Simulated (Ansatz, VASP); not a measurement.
SiNi in VASP and in Ansatz

```xyz
14
Lattice="3.2583 0.0000 0.0000 0.0000 4.7094 0.0000 0.0000 0.0000 24.1659" Properties=species:S:1:pos:R:3 pbc="T T T"
Si    0.0000    3.9709    7.5000
Si    1.6292    0.7385    9.0276
Si    0.0000    3.9709   10.5553
Si    1.6292    0.7385   12.0829
Si    0.0000    3.9709   13.6106
Si    1.6292    0.7385   15.1382
Si    0.0000    3.9709   16.6659
Ni    0.0000    1.6121    7.5000
Ni    1.6292    3.0973    9.0276
Ni    0.0000    1.6121   10.5553
Ni    1.6292    3.0973   12.0829
Ni    0.0000    1.6121   13.6106
Ni    1.6292    3.0973   15.1382
Ni    0.0000    1.6121   16.6659
```

Alike in both runs: task single point; functional PBE; k mesh 11 × 8 × 3; occupations gaussian, width 0.1 eV; no spin polarisation.

|  | VASP | Ansatz |
| --- | --- | --- |
| version | VASP 6.6.1 | Ansatz 0.2.0 |
| potentials or method | VASP PAW PBE potentials, release 64 (Si, Ni), cutoff 520 eV | scalar-relativistic, plane waves, PAW |
| valence electrons in the cell | 98 | 154 |

```tsv
	VASP	Ansatz	Ansatz less VASP
gap on the k mesh at the Fermi level (eV)	none	none	-
rms of the force components (eV/Å)	0.316	0.321	+0.0048
work function, face that differs most (eV)	4.72	4.72	+0.006
```

A gap of «none» marks a metal or a gap that the smearing closes. The functional is the same, so the differences come from potentials, cutoffs and numerics. VASP's potentials hold 98 valence electrons a cell and Ansatz's 154, so a difference there can come from the potentials and not from the codes.
